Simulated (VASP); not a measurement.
The system is LiF.

```
CELL_PARAMETERS angstrom
0.00000 2.01400 2.01400
2.01400 0.00000 2.01400
2.01400 2.01400 0.00000
ATOMIC_POSITIONS crystal
Li 0.00000 0.00000 0.00000
F 0.50000 0.50000 0.50000
```

| Property | Result |
| --- | --- |
| Program | VASP 6.6.1 |
| Task | relaxation of cell and atoms |
| Functional | LDA |
| Potentials or basis | VASP PAW LDA potentials, release 64 (Li_sv, F) |
| Cutoff | 600 eV |
| k mesh | 16 × 16 × 16 |
| Occupations | fermi-dirac, width 0.1 eV |
| Spin | no spin polarisation |

At the start: pressure -7.0 GPa; volume 8.17 Å³/atom.

**Question.** How do energy, volume and symmetry change on relaxing?

**Answer.** Over 4 steps the energy falls by 18.5 meV/atom and the volume is 7.40 Å³/atom (-9.5 %); space group Fm-3m (No. 225, to 0.1 Å) before and after.

Step by step:
```tsv
step	energy change (eV)	largest force (eV/Å)	pressure (GPa)	volume (Å³)
1	0.0000	0.0000	-7.04	16.34
2	-0.0284	0.0000	-3.72	15.50
3	-0.0370	0.0000	-0.40	14.86
4	-0.0371	0.0000	0.02	14.79
```

Final structure:
```yaml
crystal:
  lattice:
    - [0.00000, 1.94827, 1.94827]
    - [1.94827, 0.00000, 1.94827]
    - [1.94827, 1.94827, 0.00000]
  atoms:
    - { symbol: Li, position: [0.00000, 0.00000, 0.00000] }
    - { symbol: F, position: [0.50000, 0.50000, 0.50000] }
```

Caveat: the cutoff is under 1.25 times the usual one of these potentials, so pressure, stress and relaxed cells hold a basis-set (Pulay) error.
